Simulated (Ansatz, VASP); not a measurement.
One calculation of Ir, two programs

File INCAR:

```
SYSTEM = Ir
PREC = Accurate
ENCUT = 520
EDIFF = 1E-6
ISMEAR = -1
SIGMA = 0.05
LREAL = .FALSE.
LASPH = .TRUE.
NELM = 80
ALGO = Normal
ISIF = 2
LWAVE = .FALSE.
LCHARG = .TRUE.
GGA = PE
LELF = .TRUE.
LVHAR = .TRUE.
NBANDS = 10
```

KPOINTS

```
regular mesh
0
G
  15 15 15
  0 0 0
```

POSCAR

```
Ir
1.0
   -0.0191970000      1.9101015000      1.9101015000
    1.9101015000     -0.0191970000      1.9101015000
    1.9101015000      1.9101015000     -0.0191970000
Ir
1
Direct
    0.0000000000      0.0000000000      0.0000000000
```

Input for Ansatz:

```yaml
crystal:
  lattice:
    - [-0.019197, 1.9101015, 1.9101015]
    - [1.9101015, -0.019197, 1.9101015]
    - [1.9101015, 1.9101015, -0.019197]
  atoms:
    - { symbol: Ir, position: [0.0, 0.0, 0.0] }
kpoints:
  mp_grid: { grid: [15, 15, 15] }
  band_path:
    path:
      - [0.0, 0.0, 0.0]
      - [0.5, 0.5, 0.5]
      - [0.2525443832, 0.5, 0.7474556168]
      - [-0.2525443832, 0.2525443832, 0.5]
      - [0.0, 0.0, 0.5]
      - [0.0, 0.0, 0.0]
      - [-0.3762721916, 0.0, 0.3762721916]
      - [0.0, 0.3762721916, 0.6237278084]
      - [0.0, 0.5, 0.5]
    npoints: 5
scf:
  occupations: { method: fermi_dirac, width: 0.05 }
hamiltonian:
  xc: pbe
  pseudopotentials: { kind: all_electron, lapw: { basis_error: 0.0005 } }
output:
  forces: true
  stress: true
  eigenvalues: true
```

Change from the starting cell: equal xy, yz and zx shear strains of -1 %.

Alike in both runs: task single point; functional PBE; k mesh 15 × 15 × 15; occupations fermi-dirac, width 0.05 eV; no spin polarisation.

|  | VASP | Ansatz |
| --- | --- | --- |
| version | VASP 6.6.1 | Ansatz 0.2.0 |
| potentials or method | VASP PAW PBE potentials, release 64 (Ir), cutoff 520 eV | all-electron LAPW, scalar-relativistic |

Ansatz gave:

- pressure (GPa): 9.0
- traceless stress, the component that is largest in VASP (GPa): 2.81

Problem. What did VASP give for the same quantities?

Solution. Pressure (GPa): 9.7; traceless stress, the component that is largest in VASP (GPa): 2.80.

Ansatz ran all-electron here, and VASP with PAW potentials.

Spin-orbit coupling is off throughout.
